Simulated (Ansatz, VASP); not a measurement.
# One calculation of Cu, two programs

```
CELL_PARAMETERS angstrom
0.00000 0.00000 -2.75911
0.00000 -2.95106 0.00000
-2.95106 0.00000 0.00000
ATOMIC_POSITIONS crystal
Cu 0.50017 0.49996 0.49998
Cu 0.99983 0.00004 0.00002
```

Change from the starting cell: atom 2 moved 1.20 Å; relaxed back.

Alike in both runs: functional PBE; k mesh 12 × 12 × 12; occupations gaussian, width 0.15 eV; no spin polarisation.

Ansatz relaxed the structure, and its values are those at the end. VASP's run is a single point on that final structure, the one shown.

|  | VASP | Ansatz |
| --- | --- | --- |
| version | VASP 6.6.1 | Ansatz 0.2.0 |
| potentials or method | VASP PAW PBE potentials, release 64 (Cu_sv_GW), cutoff 820 eV | scalar-relativistic, plane waves, PAW |
| valence electrons in the cell | 38 | 38 |

```csv
,VASP,Ansatz,Ansatz less VASP
gap on the k mesh at the Fermi level (eV),none,none,-
pressure (GPa),-1.7,-0.1,+1.66
rms of the force components (eV/Å),0.003,0.003,+0.0003
```

A gap of «none» marks a metal or a gap that the smearing closes. Ansatz's warnings: stress scf threshold loose.
